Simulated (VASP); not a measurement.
# Co (P6_3/mmc) in VASP: further runs

Runs on Co. Level: LDA. Tasks: single point.

All numbers are computed with VASP 6.6.1; they aren't measurements. Logs are shortened: lines on timing, memory, paths and dates and some standing lists are left out, and cuts for length are marked.

**1. The cell of the first run**

The structure is hexagonal, space group P6_3/mmc (No. 194). Conventional cell: a = 2.286 Å, b = 2.286 Å, c = 3.687 Å, α = 90.00°, β = 90.00°, γ = 120.00°. Within 3.0 Å of Co (site symmetry -6m2) lie 12 Co at 2.27 to 2.29 Å.

**2. Single point, LDA, collinear spin, ferromagnetic start**

File INCAR:

```
SYSTEM = Co
ALGO = Fast
EDIFF = 1E-7
ENCUT = 520
ISIF = 2
ISMEAR = 0
ISPIN = 2
LASPH = .True.
LCHARG = .False.
LMAXMIX = 4
LORBIT = 11
LREAL = .False.
LWAVE = .False.
MAGMOM = 1.925 1.925
NBANDS = 20
NELM = 150
NUPDOWN = 3.85
PREC = Accurate
SIGMA = 0.15
```

File KPOINTS:

```
k-points
0
Gamma
  24 24 12
  0 0 0
```

File POSCAR:

```
Co
1.0
    2.2855303783      0.0000000000      0.0000000000
   -1.1427651891      1.9793273687      0.0000000000
    0.0000000000      0.0000000000      3.6867130953
Co
2
Direct
    0.6666666667      0.3333333333      0.2500000000
    0.3333333333      0.6666666667      0.7500000000
```

Potentials or basis: VASP PAW LDA potentials, release 64 (Co).

On the command line:

```
$ cat potpaw_LDA.64/Co/POTCAR > POTCAR
$ mpirun -np 1 vasp_std > vasp.out
```

OUTCAR:

```text
SYSTEM = Co
   EDIFF = 1E-7
   ENCUT = 520
   ISIF = 2
   ISMEAR = 0
   ISPIN = 2
   LASPH = .True.
   LORBIT = 11
   LREAL = .False.
   NELM = 150
   NUPDOWN = 3.85
   PREC = Accurate

 ion  position               nearest neighbor table
   1  0.667  0.333  0.250-   2 2.27   2 2.27   2 2.27   2 2.27   2 2.27   2 2.27
   2  0.333  0.667  0.750-   1 2.27   1 2.27   1 2.27   1 2.27   1 2.27   1 2.27

  LATTYP: Found a hexagonal cell.
 ALAT       =     2.2855303783
 C/A-ratio  =     1.6130667657

  Lattice vectors:

 A1 = (   2.2855303783,   0.0000000000,   0.0000000000)
 A2 = (  -1.1427651891,   1.9793273687,   0.0000000000)
 A3 = (   0.0000000000,   0.0000000000,   3.6867130953)

Analysis of symmetry for initial positions (statically):
=====================================================================
 Subroutine PRICEL returns:
 Original cell was already a primitive cell.

 Routine SETGRP: Setting up the symmetry group for a
 hexagonal supercell.

 Subroutine GETGRP returns: Found 24 space group operations
 (whereof 12 operations were pure point group operations)
 out of a pool of 24 trial point group operations.

The static configuration has the point symmetry D_3d.
 The point group associated with its full space group is D_6h.

Analysis of symmetry for dynamics (positions and initial velocities):
=====================================================================
 Subroutine PRICEL returns:
 Original cell was already a primitive cell.

 Routine SETGRP: Setting up the symmetry group for a
 hexagonal supercell.

 Subroutine GETGRP returns: Found 24 space group operations
 (whereof 12 operations were pure point group operations)
 out of a pool of 24 trial point group operations.

The dynamic configuration has the point symmetry D_3d.
 The point group associated with its full space group is D_6h.

Analysis of structural, dynamic, and magnetic symmetry:
=====================================================================
 Subroutine PRICEL returns:
 Original cell was already a primitive cell.

 Routine SETGRP: Setting up the symmetry group for a
 hexagonal supercell.

 Subroutine GETGRP returns: Found 24 space group operations
 (whereof 12 operations were pure point group operations)
 out of a pool of 24 trial point group operations.

The overall configuration has the point symmetry D_3d.
 The point group associated with its full space group is D_6h.

 Subroutine INISYM returns: Found 24 space group operations
 (whereof 12 operations are pure point group operations),
 and found     1 'primitive' translations

----------------------------------------------------------------------------------------

                                     Primitive cell

  volume of cell :      16.6780

  direct lattice vectors                    reciprocal lattice vectors
     2.285530378  0.000000000  0.000000000     0.437535204  0.252611068  0.000000000
    -1.142765189  1.979327369  0.000000000     0.000000000  0.505222135  0.000000000
     0.000000000  0.000000000  3.686713095     0.000000000  0.000000000  0.271244324

  length of vectors
     2.285530378  2.285530378  3.686713095     0.505222135  0.505222135  0.271244324

  position of ions in fractional coordinates (direct lattice)
     0.666666667  0.333333333  0.250000000
     0.333333333  0.666666667  0.750000000

  ion indices of the primitive-cell ions
   primitive index   ion index
                 1           1
                 2           2

----------------------------------------------------------------------------------------

 KPOINTS: k-points

Automatic generation of k-mesh.
 Grid dimensions read from file:
 generate k-points for:   24   24   12

 Generating k-lattice:

  Cartesian coordinates                     Fractional coordinates (reciprocal lattice)
     0.018230633  0.010525461  0.000000000     0.041666667  0.000000000  0.000000000
     0.000000000  0.021050922  0.000000000     0.000000000  0.041666667  0.000000000
     0.000000000  0.000000000  0.022603694     0.000000000  0.000000000  0.083333333

  Length of vectors
     0.021050922  0.021050922  0.022603694

  Shift w.r.t. Gamma in fractional coordinates (k-lattice)
     0.000000000  0.000000000  0.000000000

 Subroutine IBZKPT returns following result:
 ===========================================

 Found    427 irreducible k-points:

 Following reciprocal coordinates:
            Coordinates               Weight
  0.000000  0.000000  0.000000      1.000000
  0.041667 -0.000000  0.000000      6.000000
  0.083333 -0.000000  0.000000      6.000000
  0.125000 -0.000000  0.000000      6.000000
  0.166667 -0.000000  0.000000      6.000000
  0.208333 -0.000000  0.000000      6.000000
[... 16 lines left out ...]
  0.416667  0.041667  0.000000     12.000000
  0.458333  0.041667  0.000000     12.000000
 [... further k-points ...]
   k-points           NKPTS =    427   k-points in BZ     NKDIM =    427   number of bands    NBANDS=     20
   number of dos      NEDOS =    301   number of ions     NIONS =      2
   total plane-waves  NPLWV =   9072
   dimension x,y,z NGX =    18 NGY =   18 NGZ =   28
   dimension x,y,z NGXF=    36 NGYF=   36 NGZF=   56
   ions per type =               2
   NGX,Y,Z   is equivalent  to a cutoff of  13.09, 13.09, 12.63 a.u.
   NGXF,Y,Z  is equivalent  to a cutoff of  26.19, 26.19, 25.25 a.u.
 SYSTEM =  Co
   PREC   = accura    normal or accurate (medium, high low for compatibility)
   ISTART =      0    job   : 0-new  1-cont  2-samecut
   ICHARG =      2    charge: 1-file 2-atom 10-const
   ISPIN  =      2    spin polarized calculation?
   LNONCOLLINEAR =      F non collinear calculations
   LSORBIT =      F    spin-orbit coupling
   LASPH  =      T    aspherical Exc in radial PAW
   ENCUT  =  520.0 eV  38.22 Ry    6.18 a.u.   4.25  4.25  6.85*2*pi/ulx,y,z
   NELM   =    150;   NELMIN=  2; NELMDL= -5     # of ELM steps
   EDIFF  = 0.1E-06   stopping-criterion for ELM
   LREAL  =      F    real-space projection
   EDIFFG = 0.1E-05   stopping-criterion for IOM
   NSW    =      0    number of steps for IOM
   IBRION =     -1    ionic relax: 0-MD 1-quasi-New 2-CG
   NFREE  =      0    steps in history (QN), initial steepest desc. (CG)
   ISIF   =      2    stress and relaxation
   ISYM   =      2    0-nonsym 1-usesym 2-fastsym
   POTIM  = 0.5000    time-step for ionic-motion
   TEBEG  =    0.0;   TEEND  =   0.0 temperature during run
   PSTRESS=    0.0 pullay stress
   NELECT =      18.0000    total number of electrons
   NUPDOWN=       3.8500    fix difference up-down
   EMIN   =  10.00;   EMAX   =-10.00  energy-range for DOS
   EFERMI =   0.00;   METHOD = LEGACY
   ISMEAR =     0;   SIGMA  =   0.15  broadening in eV -4-tet -1-fermi 0-gaus
   EFERMI_NEDOS =   21; number of points for ismear=-14 and -15
   IALGO  =     68    algorithm
   IMIX   =      4    mixing-type and parameters
     AMIX     =   0.40;   BMIX     =  1.00
     AMIX_MAG =   1.60;   BMIX_MAG =  1.00
  volume/ion in A,a.u.               =       8.34        56.27
  Fermi-wavevector in a.u.,A,eV,Ry     =   1.679259  3.173339 38.367214  2.819911
  Thomas-Fermi vector in A             =   2.763203
   LORBIT       =     11    0 simple, 1 ext, 2 COOP (PROOUT), +10 PAW based schemes
   GGA     = CA    functional components
   LHFCALC =     F    Hartree Fock is set to
   AEXX    =    0.0000 exact exchange contribution
   IVDW    =     0    specifies the selected vdW correction
   LEPSILON=     F    determine dielectric tensor
   LRPA    =     F    only Hartree local field effects (RPA)
 spin polarized calculation
 RMM-DIIS sequential band-by-band and
 Gauss-broadening in eV      SIGMA  =   0.15
  energy-cutoff  :      520.00
  volume of cell :       16.68
 maximum number of plane-waves:       470
 NGX is ok and might be reduce to    18
   NGX =  9   NGY =  9   NGZ = 13

 number of electron      17.9999990 magnetization       3.8499997

 Free energy of the ion-electron system (eV)
  ---------------------------------------------------
  ext. energy  EPLUGINS =         0.00000000
  ---------------------------------------------------
  free energy    TOTEN  =       -15.01294972 eV

  energy without entropy =      -14.99651389  energy(sigma->0) =      -15.00473180

 E-fermi :  13.8762     XC(G=0): -15.3523

 val. band max:       16.1354418437   @ k =   0.3333   0.0417   0.4167
 cond. band min:      13.8769620707   @ k =   0.2917   0.1667   0.5000
 fundamental gap:     -2.2584797730
 Fermi energy:        16.1420721931

 spin component 1

 k-point     1 :       0.0000    0.0000    0.0000
  band No.  band energies     occupation
      1       3.6276      1.00000
      2       7.5208      1.00000
      3      11.0410      1.00000
      4      11.0410      1.00000
      5      11.0440      1.00000
      6      11.5328      1.00000
[... 12 lines left out ...]
     19      44.8892      0.00000
     20      44.8892      0.00000

 k-point     2 :       0.0417   -0.0000    0.0000
  band No.  band energies     occupation
      1       3.7029      1.00000
      2       7.5702      1.00000
      3      10.8775      1.00000
      4      11.0836      1.00000
      5      11.1934      1.00000
      6      11.5102      1.00000
[... 12 lines left out ...]
     19      46.0557      0.00000
     20      46.3219      0.00000

 k-point     3 :       0.0833   -0.0000    0.0000
  band No.  band energies     occupation
      1       3.9262      1.00000
      2       7.7124      1.00000
      3      10.6875      1.00000
      4      11.2097      1.00000
      5      11.3334      1.00000
      6      11.4614      1.00000
[... 12 lines left out ...]
     19      45.1032      0.00000
     20      47.7561      0.00000

 k-point     4 :       0.1250   -0.0000    0.0000
  band No.  band energies     occupation
      1       4.2893      1.00000
      2       7.9275      1.00000
      3      10.4755      1.00000
      4      11.3112      1.00000
      5      11.3114      1.00000
      6      11.4141      1.00000
[... 429 lines left out ...]
 k-point    23 :       0.4167    0.0417    0.0000
  band No.  band energies     occupation
      1       7.8615      1.00000
      2       8.1811      1.00000
      3       8.3337      1.00000
      4      10.8104      1.00000
      5      10.8696      1.00000
      6      11.2067      1.00000
[... 12 lines left out ...]
     19      42.0090      0.00000
     20      43.7303      0.00000

 k-point    24 :       0.4583    0.0417    0.0000
  band No.  band energies     occupation
      1       7.8599      1.00000
      2       8.1877      1.00000
      3       8.2542      1.00000
      4      10.7819      1.00000
      5      11.0440      1.00000
      6      11.1681      1.00000
[... 12 lines left out ...]
     19      41.9345      0.00000
     20      43.4964      0.00000

 [... further k-points ...]

 spin component 2

 k-point     1 :       0.0000    0.0000    0.0000
  band No.  band energies     occupation
      1       4.0758      1.00000
      2       8.6725      1.00000
      3      12.7483      1.00000
      4      12.7483      1.00000
      5      12.7483      1.00000
      6      13.2975      1.00000
[... 12 lines left out ...]
     19      45.6359      0.00000
     20      45.6359      0.00000

 k-point     2 :       0.0417   -0.0000    0.0000
  band No.  band energies     occupation
      1       4.1516      1.00000
      2       8.7259      1.00000
      3      12.5646      1.00000
      4      12.7938      1.00000
      5      12.9135      1.00000
      6      13.2705      1.00000
[... 12 lines left out ...]
     19      46.8178      0.00000
     20      47.0685      0.00000

 k-point     3 :       0.0833   -0.0000    0.0000
  band No.  band energies     occupation
      1       4.3765      1.00000
      2       8.8804      1.00000
      3      12.3494      1.00000
      4      12.9287      1.00000
      5      13.0648      1.00000
      6      13.2093      1.00000
[... 12 lines left out ...]
     19      45.5136      0.00000
     20      48.3924      0.00000

 k-point     4 :       0.1250   -0.0000    0.0000
  band No.  band energies     occupation
      1       4.7431      1.00000
      2       9.1166      1.00000
      3      12.1046      1.00000
      4      12.6629      1.00000
      5      13.0348      1.00000
      6      13.1477      1.00000
[... 429 lines left out ...]
 k-point    23 :       0.4167    0.0417    0.0000
  band No.  band energies     occupation
      1       9.0207      1.00000
      2       9.4099      1.00000
      3       9.6690      1.00000
      4      11.8897      1.00000
      5      12.5174      1.00000
      6      12.8087      1.00000
[... 12 lines left out ...]
     19      42.8761      0.00000
     20      44.3882      0.00000

 k-point    24 :       0.4583    0.0417    0.0000
  band No.  band energies     occupation
      1       9.1654      1.00000
      2       9.3318      1.00000
      3       9.5909      1.00000
      4      12.0319      1.00000
      5      12.4892      1.00000
      6      12.7622      1.00000
[... 12 lines left out ...]
     19      42.8071      0.00000
     20      44.1464      0.00000

 [... further k-points ...]
[... 5 lines left out ...]
  --------------------------------------------------------------------------------------
  -------------------------------------------------------------------------------------
  Total        9.5279976      9.5279976     10.2868522      0.0000000     -0.0000000      0.0000000
  in kB      915.3100962    915.3100961    988.2096965      0.0000000     -0.0000000      0.0000000
  external PRESSURE =     939.6099629 kB  Pullay stress =       0.0000000 kB

 VOLUME and BASIS-vectors are now :
 -----------------------------------------------------------------------------
  energy-cutoff  :      520.00
  volume of cell :       16.68
      direct lattice vectors                 reciprocal lattice vectors
     2.285530378  0.000000000  0.000000000     0.437535204  0.252611068  0.000000000
    -1.142765189  1.979327369  0.000000000     0.000000000  0.505222135  0.000000000
     0.000000000  0.000000000  3.686713095     0.000000000  0.000000000  0.271244324

 POSITION                                       TOTAL-FORCE (eV/Angst)
 -----------------------------------------------------------------------------------
      1.14277      0.65978      0.92168         0.000000      0.000000      0.000000
     -0.00000      1.31955      2.76503        -0.000000     -0.000000      0.000000
 -----------------------------------------------------------------------------------
    total drift:                                0.000000     -0.000000     -0.000000

  FREE ENERGIE OF THE ION-ELECTRON SYSTEM (eV)
  ---------------------------------------------------
  free  energy   TOTEN  =       -15.0129497163 eV

  energy  without entropy=      -14.9965138913  energy(sigma->0) =      -15.00473180

 total charge

# of ion       s       p       d       tot
------------------------------------------
    1        0.639   0.830   7.471   8.939
    2        0.639   0.830   7.471   8.939
--------------------------------------------------
tot          1.277   1.659  14.943  17.879

 magnetization (x)

# of ion       s       p       d       tot
------------------------------------------
    1        0.008   0.032   1.846   1.887
    2        0.008   0.032   1.846   1.887
--------------------------------------------------
tot          0.016   0.065   3.693   3.773
```

It took 2.2 min on 1 thread of Intel Xeon 6975P-C (Granite Rapids), shared host; peak memory 0.29 GiB.

What came out:

- Free energy: -15.0129 eV
- Pressure: 94.0 GPa
- Net moment: 3.85 μB per cell
- Site moments: Co +1.89 μB
- Valence electrons inside the program's atomic spheres: Co 8.94

Caveat: the total moment is fixed, so each spin has its own Fermi level.

**3. Single point, LDA, collinear spin, ferromagnetic start**

File INCAR:

```
SYSTEM = Co
  PREC = Accurate
  ENCUT = 520
  EDIFF = 1E-6
  ISMEAR = 0
  SIGMA = 0.15
  LREAL = .False.
  LASPH = .True.
  NELM = 150
  ALGO = Normal
  ISIF = 2
  LWAVE = .False.
  LCHARG = .False.
  ISPIN = 2
  MAGMOM = 0.825 0.825
  LORBIT = 11
  NUPDOWN = 1.65
  LMAXMIX = 4
  GGA = CA
  NBANDS = 20
```

File KPOINTS:

```
regular mesh
0
Gamma
  24 24 12
  0 0 0
```

POSCAR is that of step 2.

Potentials or basis: VASP PAW LDA potentials, release 64 (Co).

On the command line:

```
$ cat potpaw_LDA.64/Co/POTCAR > POTCAR
$ mpirun -np 1 vasp_std > vasp.out
```

Run time: 1.7 min. Hardware: 1 thread of Intel Xeon 6975P-C (Granite Rapids), shared host; peak memory 0.29 GiB.

It converged, with:

```
Free energy                                           : -15.6974 eV
Pressure                                              : 65.6 GPa
Net moment                                            : 1.65 μB per cell
Site moments                                          : Co +0.81 μB
Valence electrons inside the program's atomic spheres : Co 8.93
```

Caveat: the total moment is fixed, so each spin has its own Fermi level.

**4. Single point, LDA, collinear spin, ferromagnetic start**

This run uses another cell than the first one, of 7.51 Å³/atom, 0.900 times its volume.

File INCAR:

```
SYSTEM = Co
ALGO     = Normal         ! electronic algorithm
EDIFF    = 1E-7           ! SCF threshold, eV
ENCUT    = 520            ! plane-wave cutoff, eV
GGA      = CA             ! functional
ISIF     = 2              ! what is computed and relaxed
ISMEAR   = 0              ! smearing method
ISPIN    = 2              ! spin polarisation
LASPH    = .True.         ! aspherical terms in the spheres
LCHARG   = .True.         ! write CHGCAR
LELF     = .True.         ! ELF
LMAXMIX  = 4              ! l up to which the mixer works
LORBIT   = 11             ! projections on sites
LREAL    = .False.        ! projectors in reciprocal space
LVHAR    = .True.       
LWAVE    = .False.        ! write WAVECAR
MAGMOM   = 0.825 0.825    ! initial moments
NBANDS   = 20             ! bands
NELM     = 150            ! most SCF steps
NUPDOWN  = 1.65           ! fixed moment
PREC     = Accurate       ! precision mode
SIGMA    = 0.15           ! smearing width, eV
```

File KPOINTS:

```
k-points
0
Gamma
  24 24 12
  0 0 0
```

File POSCAR:

```
Co
1.0
    2.2066455177      0.0000000000      0.0000000000
   -1.1033227588      1.9110110755      0.0000000000
    0.0000000000      0.0000000000      3.5594665484
Co
2
Direct
    0.6666666667      0.3333333333      0.2500000000
    0.3333333333      0.6666666667      0.7500000000
```

On the command line:

```
$ cat potpaw_LDA.64/Co/POTCAR > POTCAR
$ mpirun -np 1 vasp_std > vasp.out
```

It took 2.5 min on 1 thread of Oxide Virtual Turin-like, shared host; peak memory 0.24 GiB.

Results (log left out):

- Free energy: -14.6477 eV
- Pressure: 142.6 GPa
- Net moment: 1.65 μB per cell
- Site moments: Co +0.80 μB

Stress tensor (GPa, compression positive):
```
142.20   0.00   0.00
  0.00 142.20   0.00
  0.00   0.00 143.32
```

Caveat: the total moment is fixed, so each spin has its own Fermi level.

**5. Single point, LDA, collinear spin, ferromagnetic start**

This run uses another cell than the first one, of 7.51 Å³/atom, 0.900 times its volume.

File INCAR:

```
PREC = Accurate
ENCUT = 520
EDIFF = 1E-6
ISMEAR = 0
SIGMA = 0.15
LREAL = False
LASPH = True
NELM = 150
ALGO = Normal
ISIF = 2
LWAVE = False
LCHARG = False
ISPIN = 2
MAGMOM = 1.925 1.925
LORBIT = 11
NUPDOWN = 3.85
LMAXMIX = 4
NBANDS = 20
```

File KPOINTS:

```
Automatic mesh
0
Gamma
  24 24 12
```

POSCAR is that of step 4.

On the command line:

```
$ cat potpaw_LDA.64/Co/POTCAR > POTCAR
$ mpirun -np 1 vasp_std > vasp.out
```

Wall time 2.7 min (1 thread of Oxide Virtual Turin-like, shared host); peak memory 0.24 GiB.

It converged, with:

| Property | Result |
| --- | --- |
| Free energy | -13.6228 eV |
| Pressure | 179.9 GPa |
| Net moment | 3.85 μB per cell |
| Site moments | Co +1.89 μB |

Stress tensor (GPa, compression positive):
```
176.64   0.00   0.00
  0.00 176.64   0.00
  0.00   0.00 186.54
```

Caveat: the total moment is fixed, so each spin has its own Fermi level.

**6. Overview**

| fixed moment (μB) | cell | pressure (GPa) | moment (μB) |
| --- | --- | --- | --- |
| 3.85 | a = 2.286, b = 2.286, c = 3.687 Å, angles 90.0, 90.0, 120.0°, 2 atoms | 94.0 | 3.85 |
| 1.65 | a = 2.286, b = 2.286, c = 3.687 Å, angles 90.0, 90.0, 120.0°, 2 atoms | 65.6 | 1.65 |
| 1.65 | a = 2.207, b = 2.207, c = 3.559 Å, angles 90.0, 90.0, 120.0°, 2 atoms | 142.6 | 1.65 |
| 3.85 | a = 2.207, b = 2.207, c = 3.559 Å, angles 90.0, 90.0, 120.0°, 2 atoms | 179.9 | 3.85 |

Alike in all rows: task single point; level LDA; potentials or basis VASP PAW LDA potentials, release 64 (Co); spin collinear, ferromagnetic start; k mesh 24 × 24 × 12; cutoff (eV) 520; smearing gaussian 0.15 eV.

Caveats: the total moment is fixed, so each spin has its own Fermi level.

Total energies depend on the potentials used, so only differences within one code and one set of settings carry meaning.
